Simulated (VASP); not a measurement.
Here is a VASP 6.6.1 calculation.

Contents of INCAR:

```
SYSTEM = Zn3B
PREC     = Accurate       ! precision mode
ENCUT    = 520            ! plane-wave cutoff, eV
EDIFF    = 1E-6           ! SCF threshold, eV
ISMEAR   = 0              ! smearing method
SIGMA    = 0.1            ! smearing width, eV
LREAL    = .False.        ! projectors in reciprocal space
LASPH    = .True.         ! aspherical terms in the spheres
NELM     = 100            ! most SCF steps
ALGO     = Normal         ! electronic algorithm
ISIF     = 2              ! what is computed and relaxed
LWAVE    = .False.        ! write WAVECAR
LCHARG   = .False.        ! write CHGCAR
GGA      = PE             ! functional
NBANDS   = 28             ! bands
```

Contents of KPOINTS:

```
regular mesh
0
Gamma
  6 6 6
  0 0 0
```

The input POSCAR:

```
Zn3B
1.0
    3.7361695200      0.0000000000      0.0000000000
    0.0000000000      3.7361695200      0.0000000000
    0.0000000000      0.0000000000      3.7361695200
Zn B
3 1
Direct
    0.0000000000      0.5000000000      0.5000000000
    0.5000000000      0.0000000000      0.5000000000
    0.5000000000      0.5000000000      0.0000000000
    0.0000000000      0.0000000000      0.0000000000
```

Potentials or basis: VASP PAW PBE potentials, release 64 (Zn, B).

Launch:

```console
$ cat potpaw_PBE.64/Zn/POTCAR potpaw_PBE.64/B/POTCAR > POTCAR
$ mpirun -np 1 vasp_std > vasp.out
```

What does it give for the pressure?

-2.7 GPa.
